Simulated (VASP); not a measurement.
Crystal: PbO2.

```
Pb O
1.0
     0.00000    2.70199    2.70199
     2.70199    0.00000    2.70199
     2.70199    2.70199    0.00000
Pb O
1 2
Direct
  0.00000 0.00000 0.00000
  0.75000 0.75000 0.75000
  0.25000 0.25000 0.25000
```

```yaml
Program: VASP 6.6.1
Task: relaxation of cell and atoms
Functional: PBEsol
Potentials_or_basis: VASP PAW PBE potentials, release 64 (Pb_d, O)
Cutoff: 600 eV
k_mesh: 9 × 9 × 9
Occupations: fermi-dirac, width 0.05 eV
Spin: no spin polarisation
```

At the start: pressure -5.6 GPa; volume 13.15 Å³/atom.

Task: Where does the relaxation end?

Result: Over 3 steps the energy falls by 9.3 meV/atom and the volume is 12.64 Å³/atom (-3.9 %); space group Fm-3m (No. 225, to 0.1 Å) before and after.

Step by step:
```tsv
step	energy change (eV)	largest force (eV/Å)	pressure (GPa)	volume (Å³)
1	0.0000	0.0000	-5.58	39.45
2	-0.0143	0.0000	4.45	36.90
3	-0.0280	0.0000	-0.01	37.91
```

Final structure:
```
Pb O
1.0
     0.00000    2.66635    2.66635
     2.66635    0.00000    2.66635
     2.66635    2.66635    0.00000
Pb O
1 2
Direct
  0.00000 0.00000 0.00000
  0.75000 0.75000 0.75000
  0.25000 0.25000 0.25000
```

Caveat: the PAW data sets were made with another functional, which shifts forces and pressure a little.
